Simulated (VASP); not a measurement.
A run of VASP 6.6.1 is set up as follows.

The input INCAR:

```
PREC = Accurate ; ENCUT = 520
EDIFF = 1E-6 ; ISMEAR = -1
SIGMA = 0.1 ; LREAL = F
LASPH = T ; NELM = 60
ALGO = Normal ; ISIF = 2
LWAVE = F ; LCHARG = F
GGA = CA ; NBANDS = 16
```

The input KPOINTS:

```
regular mesh
0
Gamma
  13 13 13
```

POSCAR

```
Ir
1.0
    0.0000000000      2.4079917003      2.4079917003
    2.4079917003      0.0000000000      2.4079917003
    2.4079917003      2.4079917003      0.0000000000
Ir
2
Direct
   -0.1250000000     -0.1250000000     -0.1250000000
    0.1250000000      0.1250000000      0.1250000000
```

Potentials or basis: VASP PAW LDA potentials, release 64 (Ir).

Command:

```sh
$ cat potpaw_LDA.64/Ir/POTCAR > POTCAR
$ mpirun -np 1 vasp_std > vasp.out
```

Problem. Predict the pressure.

Solution. 191.8 GPa.

Problem. Estimate the band gap on the k mesh.

Solution. Zero (bands 9 and 10 overlap by 2.99 eV).

Caveat: the cell stands under pressure; spin-orbit coupling is left out, which moves the levels of the heavy elements.
